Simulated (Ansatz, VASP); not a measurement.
**CdTe in VASP and in Ansatz**

```
CELL_PARAMETERS angstrom
0.00000 3.15703 3.15703
3.15703 0.00000 3.15703
3.15703 3.15703 0.00000
ATOMIC_POSITIONS crystal
Cd 0.50000 0.50000 0.50000
Te 0.00000 0.00000 0.00000
```

Alike in both runs: task single point; functional RPBE; dispersion D4; k mesh 6 × 6 × 6; occupations gaussian, width 0.05 eV; no spin polarisation.

|  | VASP | Ansatz |
| --- | --- | --- |
| version | VASP 6.6.1 | Ansatz 0.2.0 |
| potentials or method | VASP PAW PBE potentials, release 64 (Cd, Te), cutoff 500 eV | scalar-relativistic, plane waves, PAW |
| valence electrons in the cell | 18 | 36 |

Ansatz gave:

```
gap on the k mesh at the Fermi level (eV) : none
pressure (GPa)                            : -5.7
```

Question: What did VASP give for the same quantities?

Answer: gap on the k mesh at the Fermi level (eV): none; pressure (GPa): -5.6.

VASP's potentials were made for PBE, not for RPBE. A gap of «none» marks a metal or a gap that the smearing closes. VASP's potentials hold 18 valence electrons a cell and Ansatz's 36, so a difference there can come from the potentials and not from the codes.

Neither program's run includes spin-orbit coupling.
